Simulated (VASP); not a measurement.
# TaN in VASP: single point with r2SCAN

Aim: the single point of TaN with r2SCAN.

All numbers are computed with VASP 6.6.1; they aren't measurements. Logs are shortened: lines on timing, memory, paths and dates and some standing lists are left out, and cuts for length are marked.

**1. The cell of the first run**

The cell holds a slab with vacuum, 12 atoms: a = 2.902 Å, b = 5.892 Å, c = 23.701 Å, α = 90.00°, β = 90.00°, γ = 90.00°.

**2. Single point, r2SCAN**

File POSCAR:

```
TaN
1.0
    2.9016586662      0.0000000000      0.0000000000
    0.0000000000      5.8915240703      0.0000000000
    0.0000000000      0.0000000000     23.7010936481
N Ta
6 6
Direct
    0.0000000000      0.2500000000      0.3586332397
    0.0000000000      0.7500000000      0.4293166199
    0.5000000000      0.2500000000      0.4646583099
    0.5000000000      0.7500000000      0.5360148096
    0.0000000000      0.2500000000      0.5721690124
    0.0000000000      0.7500000000      0.6326453849
    0.5000000000      0.0000000000      0.3939749298
    0.5000000000      0.5000000000      0.3939749298
    0.0000000000      0.0009880139      0.4999373576
    0.0000000000      0.4990119861      0.4999373576
    0.5000000000     -0.0129758810      0.6054666490
    0.5000000000      0.5129758810      0.6054666490
```

File INCAR.step1:

```
ALGO = Normal
DIPOL = 0.5 0.5 0.499
EDIFF = 1E-4
ENCUT = 520
GGA = PE
IDIPOL = 3
ISMEAR = 0
LASPH = T
LCHARG = F
LDIPOL = T
LREAL = F
LWAVE = T
NBANDS = 60
NELM = 80
PREC = Accurate
SIGMA = 0.1
```

File INCAR.step2:

```
ALGO = Normal
DIPOL = 0.5 0.5 0.499
EDIFF = 1E-6
ENCUT = 520
IDIPOL = 3
ISIF = 2
ISMEAR = 0
ISTART = 1
LASPH = T
LCHARG = F
LDIPOL = T
LMIXTAU = T
LREAL = F
LWAVE = F
METAGGA = R2SCAN
NBANDS = 60
NELM = 80
PREC = Accurate
SIGMA = 0.1
```

File KPOINTS:

```
k-points
0
Gamma
  10 5 1
```

Potentials or basis: VASP PAW PBE potentials, release 64 (N, Ta_pv).

The run is started by

```console
cat potpaw_PBE.64/N/POTCAR potpaw_PBE.64/Ta_pv/POTCAR > POTCAR
cp INCAR.step1 INCAR
mpirun -np 1 vasp_std > vasp.out
cp INCAR.step2 INCAR
mpirun -np 1 vasp_std > vasp.out
```

OUTCAR:

```text
EDIFF = 1E-6
   ENCUT = 520
   ISIF = 2
   ISMEAR = 0
   ISTART = 1
   LASPH = T
   LREAL = F
   METAGGA = R2SCAN
   NELM = 80
   PREC = Accurate

 ion  position               nearest neighbor table
   1  0.000  0.250  0.359-   7 2.23   8 2.23   7 2.23   8 2.23
   2  0.000  0.750  0.429-   7 2.23   8 2.23   7 2.23   8 2.23   9 2.23  10 2.23
   3  0.500  0.250  0.465-   9 2.23  10 2.23   9 2.23  10 2.23   7 2.23   8 2.23
   4  0.500  0.750  0.536-  11 2.16  12 2.16   9 2.24  10 2.24   9 2.24  10 2.24
   5  0.000  0.250  0.572-   9 2.25  10 2.25  11 2.26  12 2.26  11 2.26  12 2.26
   6  0.000  0.750  0.633-  11 2.11  12 2.11  11 2.11  12 2.11
   7  0.500  0.000  0.394-   3 2.23   2 2.23   2 2.23   1 2.23   1 2.23   9 2.90   9 2.90   8 2.95
                             8 2.95
   8  0.500  0.500  0.394-   3 2.23   2 2.23   2 2.23   1 2.23   1 2.23  10 2.90  10 2.90   7 2.95
                             7 2.95
   9  0.000  0.001  0.500-   3 2.23   3 2.23   2 2.23   4 2.24   4 2.24   5 2.25  11 2.89  11 2.89
                             7 2.90   7 2.90  10 2.93  10 2.96
  10  0.000  0.499  0.500-   3 2.23   3 2.23   2 2.23   4 2.24   4 2.24   5 2.25  12 2.89  12 2.89
                             8 2.90   8 2.90   9 2.93   9 2.96
  11  0.500  0.987  0.605-   6 2.11   6 2.11   4 2.16   5 2.26   5 2.26  12 2.79   9 2.89   9 2.89
                            12 3.10
  12  0.500  0.513  0.605-   6 2.11   6 2.11   4 2.16   5 2.26   5 2.26  11 2.79  10 2.89  10 2.89
                            11 3.10

  LATTYP: Found a simple orthorhombic cell.
 ALAT       =     2.9016586662
 B/A-ratio  =     2.0303987298
 C/A-ratio  =     8.1681191259

  Lattice vectors:

 A1 = (   2.9016586662,   0.0000000000,   0.0000000000)
 A2 = (   0.0000000000,   5.8915240703,   0.0000000000)
 A3 = (   0.0000000000,   0.0000000000,  23.7010936481)

Analysis of symmetry for initial positions (statically):
=====================================================================
 Subroutine PRICEL returns:
 Original cell was already a primitive cell.

 Routine SETGRP: Setting up the symmetry group for a
 simple orthorhombic supercell.

 Subroutine GETGRP returns: Found  4 space group operations
 (whereof  2 operations were pure point group operations)
 out of a pool of  8 trial point group operations.

The static configuration has the point symmetry C_1h.
 The point group associated with its full space group is C_2v.

Analysis of symmetry for dynamics (positions and initial velocities):
=====================================================================
[... 143 lines left out ...]
     AMIX     =   0.40;   BMIX     =  1.00
     AMIX_MAG =   1.60;   BMIX_MAG =  1.00
  volume/ion in A,a.u.               =      33.76       227.85
  Fermi-wavevector in a.u.,A,eV,Ry     =   1.013019  1.914329 13.962413  1.026208
  Thomas-Fermi vector in A             =   2.146163
   LORBIT       =      0    0 simple, 1 ext, 2 COOP (PROOUT), +10 PAW based schemes
   METAGGA = R2SCAN    functional components
   LHFCALC =     F    Hartree Fock is set to
   AEXX    =    0.0000 exact exchange contribution
   IVDW    =     0    specifies the selected vdW correction
   LEPSILON=     F    determine dielectric tensor
   LRPA    =     F    only Hartree local field effects (RPA)
 non-spin polarized calculation
 Gauss-broadening in eV      SIGMA  =   0.10
  energy-cutoff  :      520.00
  volume of cell :      405.17
 maximum number of plane-waves:     10976
 NGX is ok and might be reduce to    24
   NGX = 11   NGY = 21   NGZ = 89

 number of electron      95.9999995 magnetization

 dipolmoment           0.000000      0.000000     -0.056047 electrons x Angstroem

 Free energy of the ion-electron system (eV)
  ---------------------------------------------------
  ext. energy  EPLUGINS =         0.00000000
  ---------------------------------------------------
  free energy    TOTEN  =      -353.58930388 eV

  energy without entropy =     -353.57072282  energy(sigma->0) =     -353.58001335

 E-fermi :  -0.4765     XC(G=0):  -5.3635

 val. band max:       -0.5316105043   @ k =   0.2000   0.4000   0.0000
 cond. band min:      -0.4760718509   @ k =   0.1000   0.4000   0.0000
 fundamental gap:      0.0555386535
 Fermi energy:        -0.4764796299

 k-point     1 :       0.0000    0.0000    0.0000
  band No.  band energies     occupation
      1     -37.5880      2.00000
      2     -37.5070      2.00000
      3     -37.3715      2.00000
      4     -37.3227      2.00000
      5     -37.2016      2.00000
      6     -37.1481      2.00000
[... 1123 lines left out ...]
     59       4.0256      0.00000
     60       4.1056      0.00000

------------------------ aborting loop because EDIFF is reached ----------------------------------------

 vacuum level on the upper side and lower side of the slab       (xc-potential included)        -0.283         0.301

  FORCE on cell =-STRESS in cart. coord.  units (eV):
  Direction    XX          YY          ZZ          XY          YZ          ZX
  --------------------------------------------------------------------------------------
  -------------------------------------------------------------------------------------
  Total       -5.6912164    -12.1345725     -2.2307209      0.0000000      0.0000000      0.0000000
  in kB      -22.5047046    -47.9835854     -8.8209114      0.0000000      0.0000000      0.0000000
  external PRESSURE =     -26.4364004 kB  Pullay stress =       0.0000000 kB

 VOLUME and BASIS-vectors are now :
 -----------------------------------------------------------------------------
  energy-cutoff  :      520.00
  volume of cell :      405.17
      direct lattice vectors                 reciprocal lattice vectors
     2.901658666  0.000000000  0.000000000     0.344630473  0.000000000  0.000000000
     0.000000000  5.891524070  0.000000000     0.000000000  0.169735367  0.000000000
     0.000000000  0.000000000 23.701093648     0.000000000  0.000000000  0.042192146

 POSITION                                       TOTAL-FORCE (eV/Angst)
 -----------------------------------------------------------------------------------
      0.00000      1.47288      8.50000         0.000000      0.000000      2.453509
      0.00000      4.41864     10.17527         0.000000      0.000000      0.208222
      1.45083      1.47288     11.01291         0.000000      0.000000     -0.682238
      1.45083      4.41864     12.70414         0.000000      0.000000      0.018182
      0.00000      1.47288     13.56103         0.000000      0.000000      0.006053
      0.00000      4.41864     14.99439         0.000000      0.000000      0.051197
      1.45083      0.00000      9.33764         0.000000      2.565860     -1.081643
      1.45083      2.94576      9.33764         0.000000     -2.565860     -1.081643
      0.00000      0.00582     11.84906         0.000000     -0.006529     -0.004968
      0.00000      2.93994     11.84906         0.000000      0.006529     -0.004968
      1.45083      5.81508     14.35022         0.000000      0.025841      0.059149
      1.45083      3.02221     14.35022         0.000000     -0.025841      0.059149
 -----------------------------------------------------------------------------------
    total drift:                                0.000000     -0.000000     -0.000053

  FREE ENERGIE OF THE ION-ELECTRON SYSTEM (eV)
  ---------------------------------------------------
  free  energy   TOTEN  =      -353.5893038778 eV

  energy  without entropy=     -353.5707228242  energy(sigma->0) =     -353.58001335

 vacuum level on the upper side and lower side of the slab         3.929         4.525
```

OUTCAR.step1:

```text
EDIFF = 1E-4
   ENCUT = 520
   GGA = PE
   ISMEAR = 0
   LASPH = T
   LREAL = F
   NELM = 80
[... 1401 lines left out ...]
      1.45083      5.81508     14.35022         0.000000      0.231206      0.238665
      1.45083      3.02221     14.35022         0.000000     -0.231206      0.238665
 -----------------------------------------------------------------------------------
    total drift:                                0.000000      0.000000      0.001173

  FREE ENERGIE OF THE ION-ELECTRON SYSTEM (eV)
  ---------------------------------------------------
  free  energy   TOTEN  =      -127.0928622279 eV

  energy  without entropy=     -127.0721532633  energy(sigma->0) =     -127.08250775

 vacuum level on the upper side and lower side of the slab         3.912         4.479
```

Wall time 83 min (1 thread of Oxide Virtual Turin-like, shared host); peak memory 0.71 GiB.

What came out:

| Item | Value |
| --- | --- |
| Free energy | -353.5893 eV |
| Largest force | 2.785 eV/Å |
| Band gap on the k mesh | zero (bands 48 and 49 overlap by 0.77 eV) |

Forces on the atoms (eV/Å):
```
N    0.000  0.000  2.454
N    0.000  0.000  0.208
N    0.000  0.000 -0.682
N    0.000  0.000  0.018
N    0.000  0.000  0.006
N    0.000  0.000  0.051
Ta   0.000  2.566 -1.082
Ta   0.000 -2.566 -1.082
Ta   0.000 -0.007 -0.005
Ta   0.000  0.007 -0.005
Ta   0.000  0.026  0.059
Ta   0.000 -0.026  0.059
```

Levels at points of the mesh, in eV from the Fermi level:
| k point | band 45 | band 46 | band 47 | band 48 | band 49 | band 50 | band 51 | band 52 |
| --- | --- | --- | --- | --- | --- | --- | --- | --- |
| (0.00, 0.00, 0.00) | -1.73 | -1.49 | -1.07 | -0.17 | 0.17 | 0.41 | 0.44 | 1.20 |
| (0.50, 0.00, 0.00) | -1.65 | -1.38 | -0.53 | -0.45 | 0.58 | 1.35 | 1.53 | 1.64 |

Caveat: the PAW data sets were made with another functional, which shifts forces and pressure a little; spin-orbit coupling is left out, which moves the levels of the heavy elements.

The gap in the log of VASP goes by the Fermi energy; the results here count the filled bands.